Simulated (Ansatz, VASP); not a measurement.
## Two plane-wave programs on Si2W

```xyz
3
Lattice="-1.6146 1.6146 3.9336 1.6146 -1.6146 3.9336 1.6146 1.6146 -3.9336" Properties=species:S:1:pos:R:3 pbc="T T T"
Si    0.0000    0.0000    2.6322
Si    0.0000    0.0000    5.2351
W     0.0000    0.0000    0.0000
```

Alike in both runs: task single point; functional PBE; k mesh 18 × 18 × 18; occupations gaussian, width 0.15 eV; no spin polarisation.

|  | VASP | Ansatz |
| --- | --- | --- |
| version | VASP 6.6.1 | Ansatz 0.2.0 |
| potentials or method | VASP PAW PBE potentials, release 64 (Si, W_sv), cutoff 520 eV | scalar-relativistic, plane waves, PAW |
| valence electrons in the cell | 22 | 22 |

|  | VASP | Ansatz | Ansatz less VASP |
| --- | --- | --- | --- |
| gap on the k mesh at the Fermi level (eV) | none | none | - |
| pressure (GPa) | 0.0 | 0.0 | 0.00 |

A gap of «none» marks a metal or a gap that the smearing closes.

Neither program's run includes spin-orbit coupling.
